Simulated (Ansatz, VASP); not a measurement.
**One calculation of NaCl, two programs**

The input INCAR:

```
SYSTEM = NaCl
PREC     = Accurate       ! precision mode
ENCUT    = 600            ! plane-wave cutoff, eV
EDIFF    = 1E-7           ! SCF threshold, eV
ISMEAR   = -1             ! smearing method
SIGMA    = 0.05           ! smearing width, eV
LREAL    = .FALSE.        ! projectors in reciprocal space
LASPH    = .TRUE.         ! aspherical terms in the spheres
NELM     = 80             ! most SCF steps
ALGO     = Normal         ! electronic algorithm
ISIF     = 3              ! what is computed and relaxed
LWAVE    = .FALSE.        ! write WAVECAR
LCHARG   = .FALSE.        ! write CHGCAR
GGA      = RP             ! functional
IVDW     = 12             ! dispersion correction
IBRION   = 2              ! ionic algorithm
NSW      = 60             ! ionic steps
EDIFFG   = -0.01          ! ionic threshold
```

Contents of KPOINTS:

```
Automatic mesh
0
G
  8 8 8
  0 0 0
```

File POSCAR:

```
NaCl
1.0
    0.0000000000      2.7940632177      2.7940632177
    2.7940632177      0.0000000000      2.7940632177
    2.7940632177      2.7940632177      0.0000000000
Cl Na
1 1
Direct
    0.5000000000      0.5000000000      0.5000000000
    0.0000000000      0.0000000000      0.0000000000
```

The input input.yaml:

```yaml
crystal:
  lattice:
    - [0.0, 2.7940632177, 2.7940632177]
    - [2.7940632177, 0.0, 2.7940632177]
    - [2.7940632177, 2.7940632177, 0.0]
  atoms:
    - { symbol: Cl, position: [0.5, 0.5, 0.5] }
    - { symbol: Na, position: [0.0, 0.0, 0.0] }
hamiltonian:
  xc: rpbe
  pseudopotentials: { kind: paw }
  dispersion: d3bj
kpoints:
  mp_grid: { grid: [8, 8, 8] }
scf:
  occupations: { method: fermi_dirac, width: 0.05 }
output:
  forces: true
  stress: true
relax:
  f_tol: 0.01
  max_steps: 40
  cell: { stress_tol: 0.05 }
```

Alike in both runs: task relaxation of cell and atoms; functional RPBE; dispersion D3(BJ); k mesh 8 × 8 × 8; occupations fermi-dirac, width 0.05 eV; no spin polarisation.

|  | VASP | Ansatz |
| --- | --- | --- |
| version | VASP 6.6.1 | Ansatz 0.2.0 |
| potentials or method | VASP PAW PBE potentials, release 64 (Cl, Na_pv) | Ansatz PAW |
| plane-wave cutoff (eV) | 600 | 420 |
| valence electrons in the cell | 14 | 16 |

|  | VASP | Ansatz | Ansatz less VASP |
| --- | --- | --- | --- |
| relaxed volume (Å³/atom) | 17.84 | 17.84 | -0.002 |
| relaxed cell length with the largest relative difference (Å) | 3.695 | 3.695 | -0.0002 |

VASP's potentials were made for PBE, not for RPBE. VASP's potentials hold 14 valence electrons a cell and Ansatz's 16, so a difference there can come from the potentials and not from the codes.

Noted on VASP's run: the volume moved by over 15 % at a fixed basis, so the end points are rough. Noted on Ansatz's run: the volume moved by over 15 % at a fixed basis, so the end points are rough; the plane-wave basis is chosen anew once the cell has moved, so the energies of steps on either side of that aren't comparable.
